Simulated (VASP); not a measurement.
The system is BAs.

```xyz
2
Lattice="0.0000 2.3919 2.3919 2.3919 0.0000 2.3919 2.3919 2.3919 0.0000" Properties=species:S:1:pos:R:3 pbc="T T T"
B     0.0000    0.0000    0.0000
As    1.1959    1.1959    1.1959
```

Base run:

| Item | Value |
| --- | --- |
| Program | VASP 6.6.1 |
| Functional | r2SCAN |
| Potentials or basis | VASP PAW PBE potentials, release 64 (B, As) |
| Cutoff | 520 eV |
| k mesh | 6 × 6 × 6 |
| Occupations | gaussian, width 0.01 eV |
| Spin | no spin polarisation |

Its results: band gap on the k mesh 1.47 eV, indirect (least direct gap 3.44 eV); pressure 0.3 GPa.

**Question.** The run is repeated on the same cell with these changes: functional from r2SCAN to PBE; further incar settings from ALGO = Normal; EDIFF = 1e-06; NBANDS = 11 to ALGO = Normal; EDIFF = 1e-07; NBANDS = 11. What comes out?

**Answer.** Band gap on the k mesh 1.28 eV, indirect (least direct gap 3.27 eV); pressure 2.9 GPa.

Caveats: the PAW data sets were made with another functional, which shifts forces and pressure a little (some runs).

A k mesh can miss the band edges.
